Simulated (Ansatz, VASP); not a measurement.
BaZrO3 in VASP and in Ansatz

```
Ba Zr O
1.0
     4.18150    0.00000    0.00000
     0.00000    4.18150    0.00000
     0.00000    0.00000    4.18150
Ba Zr O
1 1 3
Direct
  0.50000 0.45217 0.45217
  0.00000 0.00000 0.00000
  0.50000 0.00000 0.00000
  0.00000 0.50000 0.00000
  0.00000 0.00000 0.50000
```

Alike in both runs: task single point; functional PBE; k mesh 6 × 6 × 6; occupations gaussian, width 0.05 eV; no spin polarisation.

|  | VASP | Ansatz |
| --- | --- | --- |
| version | VASP 6.6.1 | Ansatz 0.2.0 |
| potentials or method | VASP PAW PBE potentials, release 64 (Ba_sv, Zr_sv, O_h), cutoff 910 eV | scalar-relativistic, plane waves, PAW |
| valence electrons in the cell | 40 | 40 |

|  | VASP | Ansatz | Ansatz less VASP |
| --- | --- | --- | --- |
| gap on the k mesh at the Fermi level (eV) | 3.14 | 3.17 | +0.029 |
| least direct gap on the mesh (eV) | 3.35 | 3.36 | +0.014 |
| rms of the force components (eV/Å) | 0.448 | 0.418 | -0.0299 |

Atom by atom the forces differ by 0.044 eV/Å (rms over components). With one functional, cell and mesh, what is left measures potentials, basis and numerics.

Neither program's run includes spin-orbit coupling. Noted on VASP's run: the cutoff is short for stress, so the pressure is rough.
